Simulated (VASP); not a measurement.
# Co (P6_3/mmc) in VASP: further runs

The runs below take Co through single point, with PBE.

Program: VASP 6.6.1. These are calculated values, not measurements. Logs are shortened: lines on timing, memory, paths and dates and some standing lists are left out, and cuts for length are marked.

## 1. The cell of the first run

It takes space group P6_3/mmc (No. 194, hexagonal). Conventional cell: a = 2.468 Å, b = 2.468 Å, c = 4.008 Å, α = 90.00°, β = 90.00°, γ = 120.00°. Co (site symmetry -6m2) has 12 Co at 2.46 to 2.47 Å within 3.2 Å.

## 2. Single point, PBE, collinear spin, ferromagnetic start (10.57 Å³/atom)

The input, INCAR:

```
SYSTEM = Co
PREC     = Accurate       ! precision mode
ENCUT    = 520            ! plane-wave cutoff, eV
EDIFF    = 1E-6           ! SCF threshold, eV
ISMEAR   = -1             ! smearing method
SIGMA    = 0.05           ! smearing width, eV
LREAL    = .False.        ! projectors in reciprocal space
LASPH    = .True.         ! aspherical terms in the spheres
NELM     = 150            ! most SCF steps
ALGO     = Normal         ! electronic algorithm
ISIF     = 2              ! what is computed and relaxed
LWAVE    = .False.        ! write WAVECAR
LCHARG   = .False.        ! write CHGCAR
ISPIN    = 2              ! spin polarisation
MAGMOM   = 2 2            ! initial moments
LORBIT   = 11             ! projections on sites
LMAXMIX  = 4              ! l up to which the mixer works
GGA      = PE             ! functional
NBANDS   = 20             ! bands
```

The input, KPOINTS:

```
Automatic mesh
0
Gamma
  19 19 10
  0 0 0
```

The input, POSCAR:

```
Co
1.0
    2.4680156958      0.0000000000      0.0000000000
   -1.2340078479      2.1373642896      0.0000000000
    0.0000000000      0.0000000000      4.0081971921
Co
2
Direct
    0.3333333333      0.6666666667      0.2500000000
    0.6666666667      0.3333333333      0.7500000000
```

Potentials or basis: VASP PAW PBE potentials, release 64 (Co).

Launch:

```bash
$ cat potpaw_PBE.64/Co/POTCAR > POTCAR
$ mpirun -np 1 vasp_std > vasp.out
```

OUTCAR:

```text
SYSTEM = Co
   PREC = Accurate
   ENCUT = 520
   EDIFF = 1E-6
   ISMEAR = -1
   LREAL = .False.
   LASPH = .True.
   NELM = 150
   ISIF = 2
   ISPIN = 2
   LORBIT = 11
   GGA = PE

 ion  position               nearest neighbor table
   1  0.333  0.667  0.250-   2 2.46   2 2.46   2 2.46   2 2.46   2 2.46   2 2.46
   2  0.667  0.333  0.750-   1 2.46   1 2.46   1 2.46   1 2.46   1 2.46   1 2.46

  LATTYP: Found a hexagonal cell.
 ALAT       =     2.4680156958
 C/A-ratio  =     1.6240566050

  Lattice vectors:

 A1 = (   2.4680156958,   0.0000000000,   0.0000000000)
 A2 = (  -1.2340078479,   2.1373642896,   0.0000000000)
 A3 = (   0.0000000000,   0.0000000000,   4.0081971921)

Analysis of symmetry for initial positions (statically):
=====================================================================
 Subroutine PRICEL returns:
 Original cell was already a primitive cell.

 Routine SETGRP: Setting up the symmetry group for a
 hexagonal supercell.

 Subroutine GETGRP returns: Found 24 space group operations
 (whereof 12 operations were pure point group operations)
 out of a pool of 24 trial point group operations.

The static configuration has the point symmetry D_3d.
 The point group associated with its full space group is D_6h.

Analysis of symmetry for dynamics (positions and initial velocities):
=====================================================================
 Subroutine PRICEL returns:
 Original cell was already a primitive cell.

 Routine SETGRP: Setting up the symmetry group for a
 hexagonal supercell.

 Subroutine GETGRP returns: Found 24 space group operations
 (whereof 12 operations were pure point group operations)
 out of a pool of 24 trial point group operations.

The dynamic configuration has the point symmetry D_3d.
 The point group associated with its full space group is D_6h.

Analysis of structural, dynamic, and magnetic symmetry:
=====================================================================
 Subroutine PRICEL returns:
 Original cell was already a primitive cell.

 Routine SETGRP: Setting up the symmetry group for a
 hexagonal supercell.

 Subroutine GETGRP returns: Found 24 space group operations
 (whereof 12 operations were pure point group operations)
 out of a pool of 24 trial point group operations.

The overall configuration has the point symmetry D_3d.
 The point group associated with its full space group is D_6h.

 Subroutine INISYM returns: Found 24 space group operations
 (whereof 12 operations are pure point group operations),
 and found     1 'primitive' translations

----------------------------------------------------------------------------------------

                                     Primitive cell

  volume of cell :      21.1434

  direct lattice vectors                    reciprocal lattice vectors
     2.468015696  0.000000000  0.000000000     0.405183809  0.233932981  0.000000000
    -1.234007848  2.137364290  0.000000000     0.000000000  0.467865962  0.000000000
     0.000000000  0.000000000  4.008197192     0.000000000  0.000000000  0.249488723

  length of vectors
     2.468015696  2.468015696  4.008197192     0.467865962  0.467865962  0.249488723

  position of ions in fractional coordinates (direct lattice)
     0.333333333  0.666666667  0.250000000
     0.666666667  0.333333333  0.750000000

  ion indices of the primitive-cell ions
   primitive index   ion index
                 1           1
                 2           2

----------------------------------------------------------------------------------------

 KPOINTS: Automatic mesh

Automatic generation of k-mesh.
 Grid dimensions read from file:
 generate k-points for:   19   19   10

 Generating k-lattice:

  Cartesian coordinates                     Fractional coordinates (reciprocal lattice)
     0.021325464  0.012312262  0.000000000     0.052631579  0.000000000  0.000000000
     0.000000000  0.024624524  0.000000000     0.000000000  0.052631579  0.000000000
     0.000000000  0.000000000  0.024948872     0.000000000  0.000000000  0.100000000

  Length of vectors
     0.024624524  0.024624524  0.024948872

  Shift w.r.t. Gamma in fractional coordinates (k-lattice)
     0.000000000  0.000000000  0.000000000

 Subroutine IBZKPT returns following result:
 ===========================================

 Found    240 irreducible k-points:

 Following reciprocal coordinates:
            Coordinates               Weight
  0.000000  0.000000  0.000000      1.000000
  0.052632  0.000000  0.000000      6.000000
  0.105263  0.000000  0.000000      6.000000
  0.157895 -0.000000  0.000000      6.000000
  0.210526  0.000000  0.000000      6.000000
  0.263158  0.000000  0.000000      6.000000
[... 16 lines left out ...]
  0.263158  0.105263  0.000000     12.000000
  0.315789  0.105263  0.000000     12.000000
 [... further k-points ...]
   k-points           NKPTS =    240   k-points in BZ     NKDIM =    240   number of bands    NBANDS=     20
[... 57 lines left out ...]
  ---------------------------------------------------
  ext. energy  EPLUGINS =         0.00000000
  ---------------------------------------------------
  free energy    TOTEN  =       -14.06917022 eV

  energy without entropy =      -14.05429355  energy(sigma->0) =      -14.06173189

 E-fermi :  10.6246     XC(G=0): -13.5567

 val. band max:       10.6241959979   @ k =   0.2105   0.1579   0.4000
 cond. band min:      10.6263217274   @ k =   0.1053   0.0000   0.2000
 fundamental gap:      0.0021257295
 Fermi energy:        10.6246318670

 spin component 1

 k-point     1 :       0.0000    0.0000    0.0000
  band No.  band energies     occupation
      1       1.5674      1.00000
      2       5.3785      1.00000
      3       7.9674      1.00000
      4       8.0133      1.00000
      5       8.0133      1.00000
      6       8.3339      1.00000
[... 12 lines left out ...]
     19      37.0597      0.00000
     20      37.0597      0.00000

 k-point     2 :       0.0526    0.0000    0.0000
  band No.  band energies     occupation
      1       1.6672      1.00000
      2       5.4401      1.00000
      3       7.8529      1.00000
      4       8.0608      1.00000
      5       8.1145      1.00000
      6       8.3099      1.00000
[... 12 lines left out ...]
     19      38.3859      0.00000
     20      38.8760      0.00000
[... 465 lines left out ...]
      3       6.5723      1.00000
      4       7.1658      1.00000
      5       7.8974      1.00000
      6       8.1127      1.00000
[... 12 lines left out ...]
     19      35.0057      0.00000
     20      36.4915      0.00000

 k-point    24 :       0.3158    0.1053    0.0000
  band No.  band energies     occupation
      1       5.4091      1.00000
      2       6.1762      1.00000
      3       6.3418      1.00000
      4       7.3386      1.00000
      5       7.8319      1.00000
      6       8.2300      1.00000
[... 12 lines left out ...]
     19      34.4020      0.00000
     20      36.1166      0.00000

 [... further k-points ...]

 spin component 2

 k-point     1 :       0.0000    0.0000    0.0000
  band No.  band energies     occupation
      1       1.5644      1.00000
      2       6.3007      1.00000
      3       9.5672      1.00000
      4       9.6206      1.00000
      5       9.6206      1.00000
      6       9.9944      1.00000
[... 12 lines left out ...]
     19      37.3493      0.00000
     20      37.3493      0.00000

 k-point     2 :       0.0526    0.0000    0.0000
  band No.  band energies     occupation
      1       1.6645      1.00000
      2       6.3701      1.00000
      3       9.4321      1.00000
      4       9.6727      1.00000
      5       9.7350      1.00000
      6       9.9633      1.00000
[... 12 lines left out ...]
     19      38.6861      0.00000
     20      39.1081      0.00000
[... 465 lines left out ...]
      3       7.7264      1.00000
      4       8.3707      1.00000
      5       9.4783      1.00000
      6       9.6183      1.00000
[... 12 lines left out ...]
     19      35.3206      0.00000
     20      36.8432      0.00000

 k-point    24 :       0.3158    0.1053    0.0000
  band No.  band energies     occupation
      1       5.7592      1.00000
      2       7.4085      1.00000
      3       7.5230      1.00000
      4       8.3870      1.00000
      5       9.3994      1.00000
      6       9.7650      1.00000
[... 12 lines left out ...]
     19      34.7258      0.00000
     20      36.4674      0.00000

 [... further k-points ...]

------------------------ aborting loop because EDIFF is reached ----------------------------------------

  FORCE on cell =-STRESS in cart. coord.  units (eV):
  Direction    XX          YY          ZZ          XY          YZ          ZX
  --------------------------------------------------------------------------------------
  -------------------------------------------------------------------------------------
  Total        0.7641578      0.7641578      0.5415048      0.0000000      0.0000000      0.0000000
  in kB       57.9052703     57.9052703     41.0333824      0.0000000      0.0000000      0.0000000
  external PRESSURE =      52.2813077 kB  Pullay stress =       0.0000000 kB

 VOLUME and BASIS-vectors are now :
 -----------------------------------------------------------------------------
  energy-cutoff  :      520.00
  volume of cell :       21.14
      direct lattice vectors                 reciprocal lattice vectors
     2.468015696  0.000000000  0.000000000     0.405183809  0.233932981  0.000000000
    -1.234007848  2.137364290  0.000000000     0.000000000  0.467865962  0.000000000
     0.000000000  0.000000000  4.008197192     0.000000000  0.000000000  0.249488723

 POSITION                                       TOTAL-FORCE (eV/Angst)
 -----------------------------------------------------------------------------------
     -0.00000      1.42491      1.00205         0.000000     -0.000000      0.000000
      1.23401      0.71245      3.00615        -0.000000      0.000000      0.000000
 -----------------------------------------------------------------------------------
    total drift:                               -0.000000      0.000000     -0.000000

  FREE ENERGIE OF THE ION-ELECTRON SYSTEM (eV)
  ---------------------------------------------------
  free  energy   TOTEN  =       -14.0691702250 eV

  energy  without entropy=      -14.0542935505  energy(sigma->0) =      -14.06173189

 total charge

# of ion       s       p       d       tot
------------------------------------------
    1        0.500   0.544   7.281   8.325
    2        0.500   0.544   7.281   8.325
--------------------------------------------------
tot          0.999   1.088  14.562  16.650

 magnetization (x)

# of ion       s       p       d       tot
------------------------------------------
    1       -0.015  -0.055   1.668   1.598
    2       -0.015  -0.055   1.668   1.598
--------------------------------------------------
tot         -0.031  -0.110   3.336   3.195
```

Wall time 2.3 min (1 thread of Intel Xeon 6975P-C (Granite Rapids), shared host); peak memory 0.24 GiB.

Results:

* Free energy: -14.0692 eV
* Pressure: 5.2 GPa
* Net moment: 3.17 μB per cell
* Site moments: Co +1.60 μB
* Valence electrons inside the program's atomic spheres: Co 8.32

Stress tensor (GPa, compression positive):
```
5.79 0.00 0.00
0.00 5.79 0.00
0.00 0.00 4.10
```

Caveat: the cell stands under pressure.

## 3. Single point, PBE, collinear spin, ferromagnetic start (10.90 Å³/atom)

This run uses another cell than the first one, of 10.90 Å³/atom.

The input, INCAR:

```
SYSTEM = Co
ALGO     = Normal         ! electronic algorithm
EDIFF    = 1E-6           ! SCF threshold, eV
ENCUT    = 520            ! plane-wave cutoff, eV
GGA      = PE             ! functional
ISIF     = 2              ! what is computed and relaxed
ISMEAR   = -1             ! smearing method
ISPIN    = 2              ! spin polarisation
LASPH    = .TRUE.         ! aspherical terms in the spheres
LCHARG   = .TRUE.         ! write CHGCAR
LELF     = .TRUE.         ! ELF
LMAXMIX  = 4              ! l up to which the mixer works
LORBIT   = 11             ! projections on sites
LREAL    = .FALSE.        ! projectors in reciprocal space
LVHAR    = .TRUE.       
LWAVE    = .FALSE.        ! write WAVECAR
MAGMOM   = 2 2            ! initial moments
NBANDS   = 20             ! bands
NELM     = 150            ! most SCF steps
PREC     = Accurate       ! precision mode
SIGMA    = 0.05           ! smearing width, eV
```

The input, KPOINTS:

```
k-points
0
G
  19 19 10
  0 0 0
```

The input, POSCAR:

```
Co
1.0
    2.4935546764      0.0000000000      0.0000000000
   -1.2467773382      2.1594816955      0.0000000000
    0.0000000000      0.0000000000      4.0496739422
Co
2
Direct
    0.3333333333      0.6666666667      0.2500000000
    0.6666666667      0.3333333333      0.7500000000
```

Potentials or basis: VASP PAW PBE potentials, release 64 (Co).

Launch:

```bash
$ cat potpaw_PBE.64/Co/POTCAR > POTCAR
$ mpirun -np 1 vasp_std > vasp.out
```

Run time: 2.5 min. Hardware: 1 thread of Intel Xeon 6975P-C (Granite Rapids), shared host; peak memory 0.25 GiB.

It converged, with:

| Item | Value |
| --- | --- |
| Free energy | -14.0765 eV |
| Pressure | -1.5 GPa |
| Net moment | 3.22 μB per cell |
| Site moments | Co +1.63 μB |
| Valence electrons inside the program's atomic spheres | Co 8.26 |

Stress tensor (GPa, compression positive):
```
-0.93  0.00  0.00
 0.00 -0.93  0.00
 0.00  0.00 -2.55
```

Levels at points of the mesh, in eV from the Fermi level:
Spin up:
| k point | band 8 | band 9 | band 10 | band 11 | band 12 | band 13 | band 14 | band 15 |
| --- | --- | --- | --- | --- | --- | --- | --- | --- |
| (0.00, 0.00, 0.00) | -1.92 | -1.92 | -0.84 | -0.84 | -0.12 | 6.25 | 21.99 | 24.54 |
| (0.00, 0.00, 0.50) | -2.64 | -1.15 | -1.15 | -1.15 | -1.15 | 14.86 | 14.86 | 22.71 |
Spin down:
```tsv
k point	band 3	band 4	band 5	band 6	band 7	band 8	band 9	band 10	band 11	band 12
(0.00, 0.00, 0.00)	-0.99	-0.94	-0.94	-0.58	-0.58	-0.19	-0.14	-0.14	1.05	1.05
(0.00, 0.00, 0.50)	-1.53	-1.53	-1.00	-1.00	-1.00	-1.00	0.71	0.71	0.71	0.71
```

## 4. Single point, PBE, collinear spin, ferromagnetic start (11.58 Å³/atom)

This run uses another cell than the first one, of 11.58 Å³/atom.

The input, INCAR:

```
  PREC = Accurate
  ENCUT = 520
  EDIFF = 1E-6
  ISMEAR = -1
  SIGMA = 0.05
  LREAL = False
  LASPH = True
  NELM = 150
  ALGO = Normal
  ISIF = 2
  LWAVE = False
  LCHARG = False
  ISPIN = 2
  MAGMOM = 2 2
  LORBIT = 11
  LMAXMIX = 4
  GGA = PE
  NBANDS = 20
```

The input, KPOINTS:

```
regular mesh
0
Gamma
  19 19 10
```

The input, POSCAR:

```
Co
1.0
    2.5439430942      0.0000000000      0.0000000000
   -1.2719715471      2.2031193454      0.0000000000
    0.0000000000      0.0000000000      4.1315075849
Co
2
Direct
    0.3333333333      0.6666666667      0.2500000000
    0.6666666667      0.3333333333      0.7500000000
```

Launch:

```bash
$ cat potpaw_PBE.64/Co/POTCAR > POTCAR
$ mpirun -np 1 vasp_std > vasp.out
```

Run time: 2.6 min. Hardware: 1 thread of Intel Xeon 6975P-C (Granite Rapids), shared host; peak memory 0.26 GiB.

It converged, with:

- Free energy: -14.0171 eV
- Pressure: -12.1 GPa
- Net moment: 3.31 μB per cell
- Site moments: Co +1.69 μB
- Valence electrons inside the program's atomic spheres: Co 8.15

Stress tensor (GPa, compression positive):
```
-11.72   0.00   0.00
  0.00 -11.72   0.00
  0.00   0.00 -12.82
```

Levels at points of the mesh, in eV from the Fermi level:
Spin up:
```tsv
k point	band 9	band 10	band 11	band 12	band 13	band 14
(0.00, 0.00, 0.00)	-1.93	-0.95	-0.95	-0.08	5.73	21.48
(0.00, 0.00, 0.50)	-1.23	-1.23	-1.23	-1.23	14.18	14.18
```
Spin down:
```csv
k point,band 3,band 4,band 5,band 6,band 7,band 8,band 9,band 10,band 11,band 12
"(0.00, 0.00, 0.00)",-0.89,-0.83,-0.83,-0.51,-0.51,-0.17,-0.10,-0.10,0.99,0.99
"(0.00, 0.00, 0.50)",-1.39,-1.39,-0.89,-0.89,-0.89,-0.89,0.68,0.68,0.68,0.68
```

Caveat: the cell stands under tension.

## 5. Single point, PBE

This run uses another cell than the first one, of 11.24 Å³/atom.

The input, INCAR:

```
SYSTEM = Co
PREC = Accurate
ENCUT = 520
EDIFF = 1E-6
ISMEAR = -1
SIGMA = 0.05
LREAL = .FALSE.
LASPH = .TRUE.
NELM = 80
ALGO = Normal
ISIF = 2
LWAVE = .FALSE.
LCHARG = .FALSE.
GGA = PE
NBANDS = 16
```

The input, KPOINTS:

```
Automatic mesh
0
G
  19 19 10
  0 0 0
```

The input, POSCAR:

```
Co
1.0
    2.5190008694      0.0000000000      0.0000000000
   -1.2595004347      2.1815187451      0.0000000000
    0.0000000000      0.0000000000      4.0910000000
Co
2
Direct
    0.3333333333      0.6666666667      0.2500000000
    0.6666666667      0.3333333333      0.7500000000
```

Launch:

```bash
$ cat potpaw_PBE.64/Co/POTCAR > POTCAR
$ mpirun -np 1 vasp_std > vasp.out
```

Wall time 36 s (1 thread of Intel Xeon 6975P-C (Granite Rapids), shared host); peak memory 0.19 GiB.

The run converged. Its results:

| Quantity | Value |
| --- | --- |
| Free energy | -13.5469 eV |
| Pressure | -17.7 GPa |
| Band gap on the k mesh | zero (bands 9 and 10 overlap by 1.32 eV) |

Stress tensor (GPa, compression positive):
```
-17.05   0.00   0.00
  0.00 -17.05   0.00
  0.00   0.00 -18.96
```

Levels at points of the mesh, in eV from the Fermi level:
| k point | band 6 | band 7 | band 8 | band 9 | band 10 | band 11 | band 12 | band 13 |
| --- | --- | --- | --- | --- | --- | --- | --- | --- |
| (0.00, 0.00, 0.00) | -1.35 | -1.35 | -0.99 | -0.99 | -0.02 | 0.09 | 0.09 | 6.54 |
| (0.00, 0.00, 0.50) | -1.73 | -1.73 | -1.73 | -0.22 | -0.22 | -0.22 | -0.22 | 14.79 |

Caveat: the cell stands under tension; the run has no spin polarisation, though such a crystal can be magnetic.

## 6. Overview

| spin | cell | gap on the mesh (eV) | pressure (GPa) | moment (μB) |
| --- | --- | --- | --- | --- |
| collinear, ferromagnetic start | a = 2.468, b = 2.468, c = 4.008 Å, angles 90.0, 90.0, 120.0°, 2 atoms | none | 5.2 | 3.17 |
| collinear, ferromagnetic start | a = 2.494, b = 2.494, c = 4.050 Å, angles 90.0, 90.0, 120.0°, 2 atoms | none | -1.5 | 3.22 |
| collinear, ferromagnetic start | a = 2.544, b = 2.544, c = 4.132 Å, angles 90.0, 90.0, 120.0°, 2 atoms | none | -12.1 | 3.31 |
| off | a = 2.519, b = 2.519, c = 4.091 Å, angles 90.0, 90.0, 120.0°, 2 atoms | none | -17.7 | - |

Alike in all rows: task single point; level PBE; potentials or basis VASP PAW PBE potentials, release 64 (Co); k mesh 19 × 19 × 10; cutoff (eV) 520; smearing fermi-dirac 0.05 eV.

Caveats: the cell stands under tension (at least some runs); the cell stands under pressure (at least some runs).

Absolute energies hang on the potentials; compare differences alone.
